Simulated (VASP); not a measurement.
# Sb (I4_1/amd) in VASP: further runs

Runs on Sb. Level: PBE. Tasks: single point.

All numbers are computed with VASP 6.6.1; they aren't measurements. Logs are shortened: lines on timing, memory, paths and dates and some standing lists are left out, and cuts for length are marked.

## (1) The cell of the first run

The structure is tetragonal, space group I4_1/amd (No. 141). The conventional cell has a = 5.066 Å, b = 5.066 Å, c = 2.688 Å, α = 90.00°, β = 90.00°, γ = 90.00°. Sb (site symmetry -4m2) has 10 Sb at 2.62 to 3.24 Å within 3.5 Å.

## (2) Single point, PBE

Input file INCAR:

```
SYSTEM = Sb
PREC = Accurate
ENCUT = 520
EDIFF = 1E-7
ISMEAR = -1
SIGMA = 0.08
LREAL = .False.
LASPH = .True.
NELM = 100
ALGO = Normal
ISIF = 2
LWAVE = .False.
LCHARG = .False.
GGA = PE
NBANDS = 12
```

Input file KPOINTS:

```
regular mesh
0
Gamma
  16 16 16
  0 0 0
```

Input file POSCAR:

```
Sb
1.0
   -2.5330221682      2.5330221682      1.3440932623
    2.5330221682     -2.5330221682      1.3440932623
    2.5330221682      2.5330221682     -1.3440932623
Sb
2
Direct
   -0.3750000000     -0.1250000000     -0.2500000000
    0.3750000000      0.1250000000      0.2500000000
```

Potentials or basis: VASP PAW PBE potentials, release 64 (Sb).

On the command line:

```sh
$ cat potpaw_PBE.64/Sb/POTCAR > POTCAR
$ mpirun -np 1 vasp_std > vasp.out
```

OUTCAR:

```text
SYSTEM = Sb
   PREC = Accurate
   ENCUT = 520
   EDIFF = 1E-7
   ISMEAR = -1
   LREAL = .False.
   LASPH = .True.
   NELM = 100
   ISIF = 2
   GGA = PE

 ion  position               nearest neighbor table
   1  0.625  0.875  0.750-   2 2.62   2 2.62   2 2.62   2 2.62   2 3.24   2 3.24   2 3.24   2 3.24

   2  0.375  0.125  0.250-   1 2.62   1 2.62   1 2.62   1 2.62   1 3.24   1 3.24   1 3.24   1 3.24

  LATTYP: Found a body centered tetragonal cell.
 ALAT       =     5.0660443364
 C/A-ratio  =     0.5306283061

  Lattice vectors:

 A1 = (  -2.5330221682,   2.5330221682,   1.3440932623)
 A2 = (   2.5330221682,  -2.5330221682,   1.3440932623)
 A3 = (   2.5330221682,   2.5330221682,  -1.3440932623)

Analysis of symmetry for initial positions (statically):
=====================================================================
 Subroutine PRICEL returns:
 Original cell was already a primitive cell.

 Routine SETGRP: Setting up the symmetry group for a
 body centered tetragonal supercell.

 Subroutine GETGRP returns: Found 16 space group operations
 (whereof  4 operations were pure point group operations)
 out of a pool of 16 trial point group operations.

The static configuration has the point symmetry C_2h.
 The point group associated with its full space group is D_4h.

Analysis of symmetry for dynamics (positions and initial velocities):
=====================================================================
 Subroutine PRICEL returns:
 Original cell was already a primitive cell.

 Routine SETGRP: Setting up the symmetry group for a
 body centered tetragonal supercell.

 Subroutine GETGRP returns: Found 16 space group operations
 (whereof  4 operations were pure point group operations)
 out of a pool of 16 trial point group operations.

The dynamic configuration has the point symmetry C_2h.
 The point group associated with its full space group is D_4h.

 Subroutine INISYM returns: Found 16 space group operations
 (whereof  4 operations are pure point group operations),
 and found     1 'primitive' translations

----------------------------------------------------------------------------------------

                                     Primitive cell

  volume of cell :      34.4959

  direct lattice vectors                    reciprocal lattice vectors
    -2.533022168  2.533022168  1.344093262     0.000000000  0.197392666  0.371997996
     2.533022168 -2.533022168  1.344093262     0.197392666  0.000000000  0.371997996
     2.533022168  2.533022168 -1.344093262     0.197392666  0.197392666  0.000000000

  length of vectors
     3.826093217  3.826093217  3.826093217     0.421125128  0.421125128  0.279155386

  position of ions in fractional coordinates (direct lattice)
     0.625000000  0.875000000  0.750000000
     0.375000000  0.125000000  0.250000000

  ion indices of the primitive-cell ions
   primitive index   ion index
                 1           1
                 2           2

----------------------------------------------------------------------------------------

 KPOINTS: regular mesh

Automatic generation of k-mesh.
 Grid dimensions read from file:
 generate k-points for:   16   16   16

 Generating k-lattice:

  Cartesian coordinates                     Fractional coordinates (reciprocal lattice)
     0.000000000  0.012337042  0.023249875     0.062500000  0.000000000 -0.000000000
     0.012337042  0.000000000  0.023249875     0.000000000  0.062500000 -0.000000000
     0.012337042  0.012337042  0.000000000     0.000000000  0.000000000  0.062500000

  Length of vectors
     0.026320321  0.026320321  0.017447212

  Shift w.r.t. Gamma in fractional coordinates (k-lattice)
     0.000000000  0.000000000  0.000000000

 Subroutine IBZKPT returns following result:
 ===========================================

 Found    349 irreducible k-points:

 Following reciprocal coordinates:
            Coordinates               Weight
  0.000000  0.000000  0.000000      1.000000
  0.062500  0.000000  0.000000      8.000000
  0.125000  0.000000  0.000000      8.000000
  0.187500  0.000000 -0.000000      8.000000
  0.250000  0.000000  0.000000      8.000000
  0.312500  0.000000 -0.000000      8.000000
[... 16 lines left out ...]
 -0.125000  0.062500  0.000000     16.000000
 -0.062500  0.062500  0.000000      4.000000
 [... further k-points ...]
   k-points           NKPTS =    349   k-points in BZ     NKDIM =    349   number of bands    NBANDS=     12
   number of dos      NEDOS =    301   number of ions     NIONS =      2
   total plane-waves  NPLWV =  21952
   dimension x,y,z NGX =    28 NGY =   28 NGZ =   28
   dimension x,y,z NGXF=    56 NGYF=   56 NGZF=   56
   ions per type =               2
   NGX,Y,Z   is equivalent  to a cutoff of  12.17, 12.17, 12.17 a.u.
   NGXF,Y,Z  is equivalent  to a cutoff of  24.33, 24.33, 24.33 a.u.
 SYSTEM =  Sb
   PREC   = accura    normal or accurate (medium, high low for compatibility)
   ISTART =      0    job   : 0-new  1-cont  2-samecut
   ICHARG =      2    charge: 1-file 2-atom 10-const
   ISPIN  =      1    spin polarized calculation?
   LNONCOLLINEAR =      F non collinear calculations
   LSORBIT =      F    spin-orbit coupling
   LASPH  =      T    aspherical Exc in radial PAW
   ENCUT  =  520.0 eV  38.22 Ry    6.18 a.u.   7.11  7.11  7.11*2*pi/ulx,y,z
   NELM   =    100;   NELMIN=  2; NELMDL= -5     # of ELM steps
   EDIFF  = 0.1E-06   stopping-criterion for ELM
   LREAL  =      F    real-space projection
   EDIFFG = 0.1E-05   stopping-criterion for IOM
   NSW    =      0    number of steps for IOM
   IBRION =     -1    ionic relax: 0-MD 1-quasi-New 2-CG
   NFREE  =      0    steps in history (QN), initial steepest desc. (CG)
   ISIF   =      2    stress and relaxation
   ISYM   =      2    0-nonsym 1-usesym 2-fastsym
   POTIM  = 0.5000    time-step for ionic-motion
   TEBEG  =    0.0;   TEEND  =   0.0 temperature during run
   PSTRESS=    0.0 pullay stress
   NELECT =      10.0000    total number of electrons
   NUPDOWN=      -1.0000    fix difference up-down
   EMIN   =  10.00;   EMAX   =-10.00  energy-range for DOS
   EFERMI =   0.00;   METHOD = LEGACY
   ISMEAR =    -1;   SIGMA  =   0.08  broadening in eV -4-tet -1-fermi 0-gaus
   EFERMI_NEDOS =   21; number of points for ismear=-14 and -15
   IALGO  =     38    algorithm
   IMIX   =      4    mixing-type and parameters
     AMIX     =   0.40;   BMIX     =  1.00
     AMIX_MAG =   1.60;   BMIX_MAG =  1.00
  volume/ion in A,a.u.               =      17.25       116.39
  Fermi-wavevector in a.u.,A,eV,Ry     =   1.083475  2.047472 15.972136  1.173919
  Thomas-Fermi vector in A             =   2.219542
   LORBIT       =      0    0 simple, 1 ext, 2 COOP (PROOUT), +10 PAW based schemes
   GGA     = PE    functional components
   LHFCALC =     F    Hartree Fock is set to
   AEXX    =    0.0000 exact exchange contribution
   IVDW    =     0    specifies the selected vdW correction
   LEPSILON=     F    determine dielectric tensor
   LRPA    =     F    only Hartree local field effects (RPA)
 non-spin polarized calculation
  energy-cutoff  :      520.00
  volume of cell :       34.50
 maximum number of plane-waves:       947
   NGX = 15   NGY = 15   NGZ = 15

 number of electron      10.0000000 magnetization

 number of electron       9.9999999 magnetization

 Free energy of the ion-electron system (eV)
  ---------------------------------------------------
  ext. energy  EPLUGINS =         0.00000000
  ---------------------------------------------------
  free energy    TOTEN  =        -3.27057823 eV

  energy without entropy =       -3.25314178  energy(sigma->0) =       -3.26186000

 E-fermi :  16.2503     XC(G=0): -12.2178

 val. band max:       16.2406214225   @ k =   0.0625   0.0000   0.0000
 cond. band min:      16.2678079607   @ k =  -0.0625   0.5000   0.0625
 fundamental gap:      0.0271865382
 Fermi energy:        16.2502634724

 k-point     1 :       0.0000    0.0000    0.0000
  band No.  band energies     occupation
      1      -1.8826      2.00000
      2       9.8771      2.00000
      3       9.9204      2.00000
      4       9.9204      2.00000
      5      16.0644      1.82152
      6      21.4929      0.00000
      7      21.4929      0.00000
      8      23.5742      0.00000
      9      24.0222      0.00000
     10      25.0733      0.00000
     11      25.7115      0.00000
     12      27.0252      0.00000

 k-point     2 :       0.0625    0.0000    0.0000
  band No.  band energies     occupation
      1      -1.7699      2.00000
      2       9.1894      2.00000
      3       9.9351      2.00000
      4      10.8249      2.00000
      5      16.2406      1.06019
      6      21.0930      0.00000
      7      21.5652      0.00000
      8      22.6174      0.00000
      9      22.8185      0.00000
     10      24.8299      0.00000
     11      25.1354      0.00000
     12      25.4302      0.00000

 k-point     3 :       0.1250    0.0000    0.0000
  band No.  band energies     occupation
      1      -1.4313      2.00000
      2       8.6989      2.00000
      3       9.9901      2.00000
      4      11.9577      2.00000
      5      16.7529      0.00373
      6      19.9059      0.00000
      7      20.4249      0.00000
      8      21.0787      0.00000
      9      21.5920      0.00000
     10      23.6206      0.00000
     11      23.8761      0.00000
     12      25.4633      0.00000

 k-point     4 :       0.1875    0.0000   -0.0000
  band No.  band energies     occupation
      1      -0.8656      2.00000
      2       8.4252      2.00000
      3      10.1094      2.00000
      4      13.2516      2.00000
      5      17.4825      0.00000
      6      17.5522      0.00000
      7      18.6246      0.00000
      8      19.8259      0.00000
      9      20.7716      0.00000
     10      22.8474      0.00000
     11      23.3512      0.00000
     12      25.9197      0.00000

 k-point     5 :       0.2500    0.0000    0.0000
  band No.  band energies     occupation
      1      -0.0716      2.00000
      2       8.3627      2.00000
      3      10.3143      2.00000
      4      14.0517      2.00000
      5      15.6319      1.99912
      6      16.7220      0.00548
      7      18.4234      0.00000
      8      18.9731      0.00000
      9      19.5879      0.00000
     10      22.0274      0.00000
     11      24.0225      0.00000
     12      26.4046      0.00000
[... 228 lines left out ...]
      1      -0.6693      2.00000
      2       7.5519      2.00000
      3      10.0117      2.00000
      4      14.1012      2.00000
      5      16.9706      0.00025
      6      18.1937      0.00000
      7      18.3411      0.00000
      8      19.2256      0.00000
      9      21.0214      0.00000
     10      23.1160      0.00000
     11      23.5805      0.00000
     12      26.5408      0.00000

 k-point    22 :      -0.1875    0.0625    0.0000
  band No.  band energies     occupation
      1      -1.2841      2.00000
      2       7.7459      2.00000
      3       9.9509      2.00000
      4      12.8461      2.00000
      5      17.3783      0.00000
      6      19.0191      0.00000
      7      19.8746      0.00000
      8      20.8574      0.00000
      9      21.5186      0.00000
     10      23.7525      0.00000
     11      24.5080      0.00000
     12      26.1262      0.00000

 k-point    23 :      -0.1250    0.0625    0.0000
  band No.  band energies     occupation
      1      -1.6718      2.00000
      2       8.1408      2.00000
      3       9.9727      2.00000
      4      11.7454      2.00000
      5      16.6871      0.00847
      6      20.1527      0.00000
      7      21.2417      0.00000
      8      22.2913      0.00000
      9      22.7483      0.00000
     10      25.1585      0.00000
     11      25.5060      0.00000
     12      26.0711      0.00000

 k-point    24 :      -0.0625    0.0625    0.0000
  band No.  band energies     occupation
      1      -1.8336      2.00000
      2       8.7033      2.00000
      3       9.9811      2.00000
      4      10.9838      2.00000
      5      16.2931      0.73865
      6      20.9854      0.00000
      7      21.1957      0.00000
      8      23.6843      0.00000
      9      23.8656      0.00000
     10      25.2890      0.00000
     11      25.8385      0.00000
     12      26.9662      0.00000

 [... further k-points ...]
[... 5 lines left out ...]
  --------------------------------------------------------------------------------------
  -------------------------------------------------------------------------------------
  Total       21.9218597     21.9218597     21.9455065      0.0000000      0.0000000     -0.0000000
  in kB     1018.1707116   1018.1707116   1019.2689948      0.0000000      0.0000000     -0.0000000
  external PRESSURE =    1018.5368060 kB  Pullay stress =       0.0000000 kB

 VOLUME and BASIS-vectors are now :
 -----------------------------------------------------------------------------
  energy-cutoff  :      520.00
  volume of cell :       34.50
      direct lattice vectors                 reciprocal lattice vectors
    -2.533022168  2.533022168  1.344093262     0.000000000  0.197392666  0.371997996
     2.533022168 -2.533022168  1.344093262     0.197392666  0.000000000  0.371997996
     2.533022168  2.533022168 -1.344093262     0.197392666  0.197392666  0.000000000

 POSITION                                       TOTAL-FORCE (eV/Angst)
 -----------------------------------------------------------------------------------
      2.53302      1.26651      1.00807        -0.000000      0.000000      0.000000
      0.00000      1.26651      0.33602         0.000000     -0.000000     -0.000000
 -----------------------------------------------------------------------------------
    total drift:                               -0.000000      0.000000     -0.000000

  FREE ENERGIE OF THE ION-ELECTRON SYSTEM (eV)
  ---------------------------------------------------
  free  energy   TOTEN  =        -3.2705782260 eV

  energy  without entropy=       -3.2531417758  energy(sigma->0) =       -3.26186000
```

Wall time 68 s (1 thread of Intel Xeon 6975P-C (Granite Rapids), shared host); peak memory 0.25 GiB.

Results:

- Free energy: -3.2706 eV
- Pressure: 101.9 GPa
- Band gap on the k mesh: zero (band 5 reaches 20.90 eV, above the bottom of band 6 at 12.88 eV)

Levels at points of the mesh, in eV from the Fermi level:
```tsv
k point	band 2	band 3	band 4	band 5	band 6	band 7	band 8	band 9
(0.00, 0.00, 0.00)	-6.37	-6.33	-6.33	-0.19	5.24	5.24	7.32	7.77
(0.50, 0.00, 0.00)	-10.33	-5.80	-5.07	-4.80	-0.69	0.99	3.80	5.89
(0.50, 0.50, 0.00)	-14.99	-2.62	-2.62	-0.79	-0.79	5.67	5.67	9.14
(0.50, 0.50, 0.50)	-12.68	-10.37	-10.37	4.43	4.43	10.21	10.21	11.90
```

Caveat: spin-orbit coupling is left out, which moves the levels of the heavy elements.

## (3) Single point, PBE

Input file INCAR:

```
SYSTEM = Sb
ALGO = Normal
EDIFF = 1E-6
ENCUT = 520
GGA = PE
ISIF = 2
ISMEAR = -1
LASPH = .TRUE.
LCHARG = .FALSE.
LREAL = .FALSE.
LWAVE = .FALSE.
NBANDS = 12
NELM = 60
PREC = Accurate
SIGMA = 0.08
```

Input file KPOINTS:

```
k-points
0
G
  16 16 16
  0 0 0
```

Input file POSCAR:

```
Sb
1.0
   -2.5328940185      2.5328940185      1.3439828463
    2.5328940185     -2.5328940185      1.3439828463
    2.5328940185      2.5328940185     -1.3439828463
Sb
2
Direct
   -0.3750000000     -0.1250000000     -0.2500000000
    0.3750000000      0.1250000000      0.2500000000
```

Potentials or basis: VASP PAW PBE potentials, release 64 (Sb).

On the command line:

```sh
$ cat potpaw_PBE.64/Sb/POTCAR > POTCAR
$ mpirun -np 1 vasp_std > vasp.out
```

It took 58 s on 1 thread of Intel Xeon 6975P-C (Granite Rapids), shared host; peak memory 0.24 GiB.

The run converged. Its results:

| Property | Result |
| --- | --- |
| Free energy | -3.2666 eV |
| Pressure | 101.9 GPa |
| Band gap on the k mesh | zero (band 5 reaches 20.90 eV, above the bottom of band 6 at 12.89 eV) |

Stress tensor (GPa, compression positive):
```
101.89   0.00   0.00
  0.00 101.89   0.00
  0.00   0.00 102.01
```

Levels at points of the mesh, in eV from the Fermi level:
| k point | band 3 | band 4 | band 5 | band 6 | band 7 | band 8 |
| --- | --- | --- | --- | --- | --- | --- |
| (0.00, 0.00, 0.00) | -6.33 | -6.33 | -0.19 | 5.24 | 5.24 | 7.33 |
| (0.50, 0.00, 0.00) | -5.80 | -5.07 | -4.80 | -0.69 | 0.99 | 3.80 |
| (0.50, 0.50, 0.00) | -2.62 | -2.62 | -0.79 | -0.79 | 5.67 | 5.67 |
| (0.50, 0.50, 0.50) | -10.37 | -10.37 | 4.43 | 4.43 | 10.21 | 10.21 |

Caveat: spin-orbit coupling is left out, which moves the levels of the heavy elements.
